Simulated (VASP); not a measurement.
# HgTe (F-43m) in VASP: notebook

Runs on HgTe. Level: LDA. Tasks: vibrations by perturbation theory.

All numbers are computed with VASP 6.6.1; they aren't measurements. Logs are shortened: lines on timing, memory, paths and dates and some standing lists are left out, and cuts for length are marked.

## (1) The cell of the first run

The structure is cubic, space group F-43m (No. 216). Conventional cell: a = 6.435 Å, b = 6.435 Å, c = 6.435 Å, α = 90.00°, β = 90.00°, γ = 90.00°. Hg (site symmetry -43m) has 4 Te at 2.79 Å within 3.7 Å. Within 3.7 Å of Te (site symmetry -43m) lie 4 Hg at 2.79 Å.

## (2) Vibrations by perturbation theory, LDA

INCAR

```
PREC = Accurate
ENCUT = 520
EDIFF = 1E-8
ISMEAR = -1
SIGMA = 0.1
LREAL = F
LASPH = T
NELM = 80
ALGO = Normal
ISIF = 2
LWAVE = F
LCHARG = F
GGA = CA
NBANDS = 16
IBRION = 8
NSW = 1
```

KPOINTS

```
Automatic mesh
0
Gamma
  10 10 10
```

POSCAR

```
HgTe
1.0
    0.0000000000      3.2175152222      3.2175152222
    3.2175152222      0.0000000000      3.2175152222
    3.2175152222      3.2175152222      0.0000000000
Hg Te
1 1
Direct
    0.0000000000      0.0000000000      0.0000000000
    0.7500000000      0.7500000000      0.7500000000
```

Potentials or basis: VASP PAW LDA potentials, release 64 (Hg, Te).

Started as:

```console
$ cat potpaw_LDA.64/Hg/POTCAR potpaw_LDA.64/Te/POTCAR > POTCAR
$ mpirun -np 1 vasp_std > vasp.out
```

OUTCAR:

```text
PREC = Accurate
   ENCUT = 520
   EDIFF = 1E-8
   ISMEAR = -1
   LREAL = F
   LASPH = T
   NELM = 80
   ISIF = 2
   GGA = CA
   IBRION = 8
   NSW = 1

 ion  position               nearest neighbor table
   1  0.000  0.000  0.000-   2 2.79   2 2.79   2 2.79   2 2.79
   2  0.750  0.750  0.750-   1 2.79   1 2.79   1 2.79   1 2.79

  LATTYP: Found a face centered cubic cell.
 ALAT       =     6.4350304444

  Lattice vectors:

 A1 = (   0.0000000000,   3.2175152222,   3.2175152222)
 A2 = (   3.2175152222,   0.0000000000,   3.2175152222)
 A3 = (   3.2175152222,   3.2175152222,   0.0000000000)

Analysis of symmetry for initial positions (statically):
=====================================================================
 Subroutine PRICEL returns:
 Original cell was already a primitive cell.

 Routine SETGRP: Setting up the symmetry group for a
 face centered cubic supercell.

 Subroutine GETGRP returns: Found 24 space group operations
 (whereof 24 operations were pure point group operations)
 out of a pool of 48 trial point group operations.

The static configuration has the point symmetry T_d .

Analysis of symmetry for dynamics (positions and initial velocities):
=====================================================================
 Subroutine PRICEL returns:
 Original cell was already a primitive cell.

 Routine SETGRP: Setting up the symmetry group for a
 face centered cubic supercell.

 Subroutine GETGRP returns: Found 24 space group operations
 (whereof 24 operations were pure point group operations)
 out of a pool of 48 trial point group operations.

The dynamic configuration has the point symmetry T_d .

 Subroutine INISYM returns: Found 24 space group operations
 (whereof 24 operations are pure point group operations),
 and found     1 'primitive' translations

----------------------------------------------------------------------------------------

                                     Primitive cell

  volume of cell :      66.6180

  direct lattice vectors                    reciprocal lattice vectors
     0.000000000  3.217515222  3.217515222    -0.155399420  0.155399420  0.155399420
     3.217515222  0.000000000  3.217515222     0.155399420 -0.155399420  0.155399420
     3.217515222  3.217515222  0.000000000     0.155399420  0.155399420 -0.155399420

  length of vectors
     4.550253664  4.550253664  4.550253664     0.269159691  0.269159691  0.269159691

  position of ions in fractional coordinates (direct lattice)
     0.000000000  0.000000000  0.000000000
     0.750000000  0.750000000  0.750000000

  ion indices of the primitive-cell ions
   primitive index   ion index
                 1           1
                 2           2

----------------------------------------------------------------------------------------

 KPOINTS: Automatic mesh

Automatic generation of k-mesh.
 Grid dimensions read from file:
 generate k-points for:   10   10   10

 Generating k-lattice:

  Cartesian coordinates                     Fractional coordinates (reciprocal lattice)
    -0.015539942  0.015539942  0.015539942     0.100000000  0.000000000  0.000000000
     0.015539942 -0.015539942  0.015539942     0.000000000  0.100000000  0.000000000
     0.015539942  0.015539942 -0.015539942     0.000000000  0.000000000  0.100000000

  Length of vectors
     0.026915969  0.026915969  0.026915969

  Shift w.r.t. Gamma in fractional coordinates (k-lattice)
     0.000000000  0.000000000  0.000000000

 Subroutine IBZKPT returns following result:
 ===========================================

 Found     47 irreducible k-points:

 Following reciprocal coordinates:
            Coordinates               Weight
  0.000000  0.000000  0.000000      1.000000
  0.100000  0.000000  0.000000      8.000000
  0.200000  0.000000  0.000000      8.000000
  0.300000  0.000000  0.000000      8.000000
  0.400000  0.000000  0.000000      8.000000
  0.500000  0.000000  0.000000      4.000000
[... 16 lines left out ...]
  0.300000  0.300000  0.000000      6.000000
  0.400000  0.300000  0.000000     24.000000
 [... further k-points ...]
   k-points           NKPTS =     47   k-points in BZ     NKDIM =     47   number of bands    NBANDS=     16
   number of dos      NEDOS =    301   number of ions     NIONS =      2
   total plane-waves  NPLWV =  46656
   dimension x,y,z NGX =    36 NGY =   36 NGZ =   36
   dimension x,y,z NGXF=    72 NGYF=   72 NGZF=   72
   ions per type =               1   1
   NGX,Y,Z   is equivalent  to a cutoff of  13.15, 13.15, 13.15 a.u.
   NGXF,Y,Z  is equivalent  to a cutoff of  26.31, 26.31, 26.31 a.u.
 SYSTEM =  unknown system
   PREC   = accura    normal or accurate (medium, high low for compatibility)
   ISTART =      0    job   : 0-new  1-cont  2-samecut
   ICHARG =      2    charge: 1-file 2-atom 10-const
   ISPIN  =      1    spin polarized calculation?
   LNONCOLLINEAR =      F non collinear calculations
   LSORBIT =      F    spin-orbit coupling
   LASPH  =      T    aspherical Exc in radial PAW
   ENCUT  =  520.0 eV  38.22 Ry    6.18 a.u.   8.46  8.46  8.46*2*pi/ulx,y,z
   NELM   =     80;   NELMIN=  2; NELMDL= -5     # of ELM steps
   EDIFF  = 0.1E-07   stopping-criterion for ELM
   LREAL  =      F    real-space projection
   EDIFFG = 0.1E-06   stopping-criterion for IOM
   NSW    =      1    number of steps for IOM
   IBRION =      8    ionic relax: 0-MD 1-quasi-New 2-CG
   NFREE  =      0    steps in history (QN), initial steepest desc. (CG)
   ISIF   =      2    stress and relaxation
   ISYM   =      2    0-nonsym 1-usesym 2-fastsym
   POTIM  = 0.5000    time-step for ionic-motion
   TEBEG  =    0.0;   TEEND  =   0.0 temperature during run
   PSTRESS=    0.0 pullay stress
   NELECT =      18.0000    total number of electrons
   NUPDOWN=      -1.0000    fix difference up-down
   EMIN   =  10.00;   EMAX   =-10.00  energy-range for DOS
   EFERMI =   0.00;   METHOD = LEGACY
   ISMEAR =    -1;   SIGMA  =   0.10  broadening in eV -4-tet -1-fermi 0-gaus
   EFERMI_NEDOS =   21; number of points for ismear=-14 and -15
   IALGO  =     38    algorithm
   IMIX   =      4    mixing-type and parameters
     AMIX     =   0.40;   BMIX     =  1.00
     AMIX_MAG =   1.60;   BMIX_MAG =  1.00
  volume/ion in A,a.u.               =      33.31       224.78
  Fermi-wavevector in a.u.,A,eV,Ry     =   1.058364  2.000018 15.240353  1.120134
  Thomas-Fermi vector in A             =   2.193671
   LORBIT       =      0    0 simple, 1 ext, 2 COOP (PROOUT), +10 PAW based schemes
   GGA     = CA    functional components
   LHFCALC =     F    Hartree Fock is set to
   AEXX    =    0.0000 exact exchange contribution
   IVDW    =     0    specifies the selected vdW correction
   LEPSILON=     F    determine dielectric tensor
   LRPA    =     F    only Hartree local field effects (RPA)
 non-spin polarized calculation
  energy-cutoff  :      520.00
  volume of cell :       66.62
 maximum number of plane-waves:      1823
 NGX is ok and might be reduce to    36
   NGX = 17   NGY = 17   NGZ = 17

--------------------------------------- Ionic step        1  -------------------------------------------

 number of electron      18.0000000 magnetization

 Free energy of the ion-electron system (eV)
  ---------------------------------------------------
  ext. energy  EPLUGINS =         0.00000000
  ---------------------------------------------------
  free energy    TOTEN  =        -5.03862939 eV

  energy without entropy =       -5.03670128  energy(sigma->0) =       -5.03766534

 E-fermi :   3.2389     XC(G=0):  -9.1591

 val. band max:        3.0478702724   @ k =   0.0000   0.0000   0.0000
 cond. band min:       3.5423087678   @ k =   0.1000   0.0000   0.0000
 fundamental gap:      0.4944384953
 Fermi energy:         3.2389061105

 k-point     1 :       0.0000    0.0000    0.0000
  band No.  band energies     occupation
      1      -9.0912      2.00000
      2      -4.4068      2.00000
      3      -4.4068      2.00000
      4      -4.4068      2.00000
      5      -3.8572      2.00000
      6      -3.8572      2.00000
[... 433 lines left out ...]
      3      -4.1476      2.00000
      4      -4.1217      2.00000
      5      -3.8093      2.00000
      6      -3.7660      2.00000
[... 8 lines left out ...]
     15      13.2457      0.00000
     16      14.3570      0.00000

 [... further k-points ...]

------------------------ aborting loop because EDIFF is reached ----------------------------------------

  FORCE on cell =-STRESS in cart. coord.  units (eV):
  Direction    XX          YY          ZZ          XY          YZ          ZX
  --------------------------------------------------------------------------------------
  -------------------------------------------------------------------------------------
  Total        0.1129369      0.1129369      0.1129369      0.0000000      0.0000000      0.0000000
  in kB        2.7161544      2.7161544      2.7161544      0.0000000      0.0000000      0.0000000
  external PRESSURE =       2.7161544 kB  Pullay stress =       0.0000000 kB

 VOLUME and BASIS-vectors are now :
 -----------------------------------------------------------------------------
  energy-cutoff  :      520.00
  volume of cell :       66.62
      direct lattice vectors                 reciprocal lattice vectors
     0.000000000  3.217515222  3.217515222    -0.155399420  0.155399420  0.155399420
     3.217515222  0.000000000  3.217515222     0.155399420 -0.155399420  0.155399420
     3.217515222  3.217515222  0.000000000     0.155399420  0.155399420 -0.155399420

 POSITION                                       TOTAL-FORCE (eV/Angst)
 -----------------------------------------------------------------------------------
      0.00000      0.00000      0.00000        -0.000000     -0.000000     -0.000000
      4.82627      4.82627      4.82627         0.000000      0.000000      0.000000
 -----------------------------------------------------------------------------------
    total drift:                               -0.000000     -0.000000      0.000000

  FREE ENERGIE OF THE ION-ELECTRON SYSTEM (eV)
  ---------------------------------------------------
  free  energy   TOTEN  =        -5.0386293901 eV

  energy  without entropy=       -5.0367012839  energy(sigma->0) =       -5.03766534

[... ionic steps 2 to 3 ...]

--------------------------------------- Ionic step        4  -------------------------------------------

------------------------ aborting loop because EDIFF is reached ----------------------------------------

[... ionic steps 5 to 6 ...]

--------------------------------------- Ionic step        7  -------------------------------------------

 Free energy of the ion-electron system (eV)
  ---------------------------------------------------
  ---------------------------------------------------
  free energy    TOTEN  =        -0.04865154 eV

  energy without entropy =       -0.04865154

------------------------ aborting loop because EDIFF is reached ----------------------------------------

 INTERNAL STRAIN TENSOR  FOR ION    2  DIRECTION 1   (eV/Angst):
 -----------------------------------------------------------------------------
     0.00239  0.00000  0.00000
     0.00000  0.00313  5.48538
     0.00000  5.48538  0.00313

 INTERNAL STRAIN TENSOR FOR ION    2 for displacements in x,y,z  (eV/Angst):
          X           Y           Z          XY          YZ          ZX
  --------------------------------------------------------------------------------
  x    -0.00000     0.00000     0.00000     0.00000     5.48538     0.00000
  y     0.00000    -0.00000     0.00000     0.00000     0.00000     5.48538
  z     0.00000     0.00000    -0.00000     5.48538     0.00000     0.00000

 SECOND DERIVATIVES (NOT SYMMETRIZED)
 ------------------------------------
               1X          1Y          1Z          2X          2Y          2Z
  1X    -4.030742    0.000000    0.000000    4.030742    0.000000    0.000000
  1Y     0.000000   -4.030742    0.000000    0.000000    4.030742    0.000000
  1Z     0.000000    0.000000   -4.030742    0.000000    0.000000    4.030742
  2X     4.028941    0.000000    0.000000   -4.028941    0.000000    0.000000
  2Y     0.000000    4.028941    0.000000    0.000000   -4.028941    0.000000
  2Z     0.000000    0.000000    4.028941    0.000000    0.000000   -4.028941

 Eigenvectors and eigenvalues of the dynamical matrix
 ----------------------------------------------------

   1 f  =    3.553584 THz    22.327828 2PiTHz  118.534812 cm-1    14.696437 meV
             X         Y         Z           dx          dy          dz
      0.000000  0.000000  0.000000     0.000000    0.623623    0.000000
      4.826273  4.826273  4.826273     0.000000   -0.781725    0.000000
[... 21 lines left out ...]
   6 f/i=    0.000387 THz     0.002432 2PiTHz    0.012910 cm-1     0.001601 meV
             X         Y         Z           dx          dy          dz
      0.000000  0.000000  0.000000     0.000000    0.000000    0.781725
      4.826273  4.826273  4.826273     0.000000    0.000000    0.623623

--------------------------------------------------------------------------------------------------------

 ELASTIC MODULI CONTR FROM IONIC RELAXATION (kBar)
 Direction    XX          YY          ZZ          XY          YZ          ZX
 --------------------------------------------------------------------------------
 XX          -0.0000     -0.0000     -0.0000     -0.0000     -0.0000     -0.0000
 YY          -0.0000     -0.0000     -0.0000     -0.0000     -0.0000     -0.0000
 ZZ          -0.0000     -0.0000     -0.0000     -0.0000     -0.0000     -0.0000
 XY          -0.0000     -0.0000     -0.0000   -190.4287      0.0000      0.0000
 YZ          -0.0000     -0.0000     -0.0000      0.0000   -190.4287      0.0000
 ZX          -0.0000     -0.0000     -0.0000      0.0000      0.0000   -190.4287
 --------------------------------------------------------------------------------
```

Wall time 8.2 min (1 thread of Intel Xeon 8259CL, shared host); peak memory 0.52 GiB.

Results:

```yaml
Highest_phonon_frequency_at_Γ_LO-TO_splitting_left_out: 119 cm⁻¹
```

Phonon frequencies in cm⁻¹ (negative: imaginary):
| q point | frequencies |
| --- | --- |
| (0.000, 0.000, 0.000) | 0 0 0 119 119 119 |

Caveat: spin-orbit coupling is left out, which moves the levels of the heavy elements.

## (3) Vibrations by perturbation theory, LDA (33.98 Å³/atom)

This run uses another cell than the first one, of 33.98 Å³/atom.

INCAR

```
SYSTEM = HgTe
ALGO = Normal
EDIFF = 1E-8
ENCUT = 520
IBRION = 8
ISIF = 2
ISMEAR = -1
LASPH = .TRUE.
LCHARG = .FALSE.
LREAL = .FALSE.
LWAVE = .FALSE.
NBANDS = 16
NELM = 60
NSW = 1
PREC = Accurate
SIGMA = 0.1
```

KPOINTS

```
k-points
0
G
  10 10 10
  0 0 0
```

POSCAR

```
HgTe
1.0
    0.0000000000      3.2388238910      3.2388238910
    3.2388238910      0.0000000000      3.2388238910
    3.2388238910      3.2388238910      0.0000000000
Hg Te
1 1
Direct
    0.0000000000      0.0000000000      0.0000000000
    0.7500000000      0.7500000000      0.7500000000
```

Potentials or basis: VASP PAW LDA potentials, release 64 (Hg, Te).

Started as:

```console
$ cat potpaw_LDA.64/Hg/POTCAR potpaw_LDA.64/Te/POTCAR > POTCAR
$ mpirun -np 1 vasp_std > vasp.out
```

OUTCAR:

```text
SYSTEM = HgTe
   EDIFF = 1E-8
   ENCUT = 520
   IBRION = 8
   ISIF = 2
   ISMEAR = -1
   LASPH = .TRUE.
   LREAL = .FALSE.
   NELM = 60
   NSW = 1
   PREC = Accurate

 ion  position               nearest neighbor table
   1  0.000  0.000  0.000-   2 2.80   2 2.80   2 2.80   2 2.80
   2  0.750  0.750  0.750-   1 2.80   1 2.80   1 2.80   1 2.80

  LATTYP: Found a face centered cubic cell.
 ALAT       =     6.4776477820

  Lattice vectors:

 A1 = (   0.0000000000,   3.2388238910,   3.2388238910)
 A2 = (   3.2388238910,   0.0000000000,   3.2388238910)
 A3 = (   3.2388238910,   3.2388238910,   0.0000000000)

Analysis of symmetry for initial positions (statically):
=====================================================================
 Subroutine PRICEL returns:
 Original cell was already a primitive cell.

[... 686 lines left out ...]

 INTERNAL STRAIN TENSOR  FOR ION    2  DIRECTION 1   (eV/Angst):
 -----------------------------------------------------------------------------
     0.00364  0.00000  0.00000
     0.00000  0.00245  4.74284
     0.00000  4.74284  0.00245

 INTERNAL STRAIN TENSOR FOR ION    2 for displacements in x,y,z  (eV/Angst):
          X           Y           Z          XY          YZ          ZX
  --------------------------------------------------------------------------------
  x     0.00000    -0.00000    -0.00000     0.00000     4.74284     0.00000
  y     0.00000     0.00000     0.00000     0.00000     0.00000     4.74284
  z    -0.00000    -0.00000     0.00000     4.74284     0.00000     0.00000

 SECOND DERIVATIVES (NOT SYMMETRIZED)
 ------------------------------------
               1X          1Y          1Z          2X          2Y          2Z
  1X    -3.684011    0.000000    0.000000    3.684011    0.000000    0.000000
  1Y     0.000000   -3.684011    0.000000    0.000000    3.684011    0.000000
  1Z     0.000000    0.000000   -3.684011    0.000000    0.000000    3.684011
  2X     3.683551    0.000000    0.000000   -3.683551    0.000000    0.000000
  2Y     0.000000    3.683551    0.000000    0.000000   -3.683551    0.000000
  2Z     0.000000    0.000000    3.683551    0.000000    0.000000   -3.683551

 Eigenvectors and eigenvalues of the dynamical matrix
 ----------------------------------------------------

   1 f  =    3.397639 THz    21.347998 2PiTHz  113.333053 cm-1    14.051501 meV
             X         Y         Z           dx          dy          dz
      0.000000  0.000000  0.000000     0.000000    0.623561   -0.000000
      4.858236  4.858236  4.858236    -0.000000   -0.781774   -0.000000
[... 21 lines left out ...]
   6 f/i=    0.000103 THz     0.000650 2PiTHz    0.003451 cm-1     0.000428 meV
             X         Y         Z           dx          dy          dz
      0.000000  0.000000  0.000000     0.149006    0.748561   -0.169191
      4.858236  4.858236  4.858236     0.118851    0.597069   -0.134950

--------------------------------------------------------------------------------------------------------

 ELASTIC MODULI CONTR FROM IONIC RELAXATION (kBar)
 Direction    XX          YY          ZZ          XY          YZ          ZX
 --------------------------------------------------------------------------------
 XX          -0.0000     -0.0000     -0.0000      0.0000      0.0000     -0.0000
 YY          -0.0000     -0.0000     -0.0000      0.0000      0.0000     -0.0000
 ZZ          -0.0000     -0.0000     -0.0000      0.0000      0.0000     -0.0000
 XY           0.0000      0.0000      0.0000   -153.8240      0.0000      0.0000
 YZ           0.0000      0.0000      0.0000      0.0000   -153.8240      0.0000
 ZX          -0.0000     -0.0000     -0.0000      0.0000      0.0000   -153.8240
 --------------------------------------------------------------------------------
```

OSZICAR:

```text
N       E                     dE             d eps       ncg     rms          rms(c)
DAV:   1     0.106322326969E+03    0.10632E+03   -0.79810E+03  1504   0.973E+02
DAV:   2    -0.142983331235E+01   -0.10775E+03   -0.10083E+03  1720   0.228E+02
DAV:   3    -0.522853657525E+01   -0.37987E+01   -0.37899E+01  1888   0.449E+01
DAV:   4    -0.526438030382E+01   -0.35844E-01   -0.35841E-01  2168   0.392E+00
[... 40 lines left out ...]
RMM:   9    -0.487443630870E-01   -0.26917E-07    0.55407E-09  9330   0.534E-05    0.131E-05
RMM:  10    -0.487444000998E-01   -0.37013E-07   -0.13023E-09  9685   0.180E-05    0.577E-06
RMM:  11    -0.487444227066E-01   -0.22607E-07    0.14979E-08  9053   0.105E-05    0.278E-06
RMM:  12    -0.487444268430E-01   -0.41364E-08    0.15132E-08  7215   0.760E-06    0.334E-07
 Linear response finished
```

Wall time 8.2 min (1 thread of Intel Xeon 8259CL, shared host); peak memory 0.52 GiB.

Results:

```
Highest phonon frequency at Γ, LO-TO splitting left out : 113 cm⁻¹
```

Phonon frequencies in cm⁻¹ (negative: imaginary):
```tsv
q point	frequencies
(0.000, 0.000, 0.000)	0 0 0 113 113 113
```

Caveat: spin-orbit coupling is left out, which moves the levels of the heavy elements.
